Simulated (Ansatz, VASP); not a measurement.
**WS2 in VASP and in Ansatz**

```
W S
1.0
     3.18312    0.00000    0.00000
    -1.59156    2.75666    0.00000
     0.00000    0.00000   35.18056
W S
4 8
Direct
  0.33333 0.66667 0.59232
  0.33333 0.66667 0.22340
  0.66667 0.33333 0.77660
  0.66667 0.33333 0.40768
  0.33333 0.66667 0.82115
  0.33333 0.66667 0.45202
  0.66667 0.33333 0.63662
  0.66667 0.33333 0.26774
  0.33333 0.66667 0.73226
  0.33333 0.66667 0.36338
  0.66667 0.33333 0.54798
  0.66667 0.33333 0.17885
```

Alike in both runs: functional PBEsol; k mesh 10 × 10 × 1; occupations fermi-dirac, width 0.05 eV; no spin polarisation.

|  | VASP | Ansatz |
| --- | --- | --- |
| version | VASP 6.6.1 | Ansatz 0.2.0 |
| potentials or method | VASP PAW PBE potentials, release 64 (W_sv, S) | Ansatz PAW |
| plane-wave cutoff (eV) | 520 | 420 |
| valence electrons in the cell | 104 | 104 |
| task | single point | band structure |

```tsv
	VASP	Ansatz	Ansatz less VASP
gap on the k mesh at the Fermi level (eV)	1.40	1.39	-0.014
least direct gap on the mesh (eV)	2.10	2.10	-0.003
rms of the force components (eV/Å)	0.073	0.081	+0.0079
```

VASP's potentials were made for PBE, not for PBEsol. Atom by atom the forces differ by 0.010 eV/Å (rms over components). With one functional, cell and mesh, what is left measures potentials, basis and numerics.

Neither program's run includes spin-orbit coupling. Noted on Ansatz's run: the k mesh misses the band edges, so the gap on the mesh is wider than the one along the path.
